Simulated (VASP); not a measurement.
Si16Ni16H (a cell with a defect) (H interstitial hop), 33 atoms in the cell. The cell holds a defect, 33 atoms: a = 8.324 Å, b = 8.324 Å, c = 8.324 Å, α = 103.76°, β = 131.83°, γ = 95.47°. 

| Property | Result |
| --- | --- |
| Program | VASP 6.6.1 |
| Task | single point |
| Functional | PBE |
| Potentials or basis | VASP PAW PBE potentials, release 64 (Si, Ni, H) |
| Cutoff | 520 eV |
| k mesh | 1 × 1 × 1 |
| Occupations | methfessel-paxton, width 0.1 eV |
| Spin | no spin polarisation |
| Dipole correction | no |
| Further INCAR settings | LREAL = Auto; ALGO = Normal; EDIFF = 1e-06; NBANDS = 134 |

Potentials or basis: VASP PAW PBE potentials, release 64 (Si, Ni, H).

Run with:

```sh
$ cat potpaw_PBE.64/Si/POTCAR potpaw_PBE.64/Ni/POTCAR potpaw_PBE.64/H/POTCAR > POTCAR
$ mpirun -np 1 vasp_gam > vasp.out
```

Hardware: 1 thread of Intel(R) Xeon(R) Platinum 8259CL CPU @ 2.50GHz (Skylake/Cascade Lake), with other jobs on the host.

Problem. How long does it take, and how much memory?

Solution. Wall time 4.3 min on 1 thread of Intel(R) Xeon(R) Platinum 8259CL CPU @ 2.50GHz (Skylake/Cascade Lake) (shared host), peak memory 0.54 GiB. Counts: scf iterations 25, k points 1.
